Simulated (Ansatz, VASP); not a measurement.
Two plane-wave programs on NbAs

```
Nb As
1.0
     3.95534    0.00000    0.00000
    -1.97767    3.42543    0.00000
     0.00000    0.00000    6.43950
Nb As
2 2
Direct
  0.66667 0.33333 0.20878
  0.00000 0.00000 0.60082
  0.00000 0.00000 0.00000
  0.33333 0.66667 0.41757
```

Alike in both runs: task single point; functional PBE; k mesh 6 × 6 × 4; occupations gaussian, width 0.1 eV; no spin polarisation.

```csv
,VASP,Ansatz
version,VASP 6.6.1,Ansatz 0.2.0
potentials or method,"VASP PAW PBE potentials, release 64 (Nb_sv, As), cutoff 520 eV","scalar-relativistic, plane waves, PAW"
valence electrons in the cell,36,56
```

VASP gave:

```
gap on the k mesh at the Fermi level (eV)                     : none
pressure (GPa)                                                : -3.5
traceless stress, the component that is largest in VASP (GPa) : 2.02
rms of the force components (eV/Å)                            : 0.515
```

Problem. What did Ansatz give for the same quantities?

Solution. gap on the k mesh at the Fermi level (eV): none; pressure (GPa): -3.5; traceless stress, the component that is largest in VASP (GPa): 2.02; rms of the force components (eV/Å): 0.514.

Atom by atom the forces differ by 0.002 eV/Å (rms over components). A gap of «none» marks a metal or a gap that the smearing closes. VASP's potentials hold 36 valence electrons a cell and Ansatz's 56, so a difference there can come from the potentials and not from the codes.
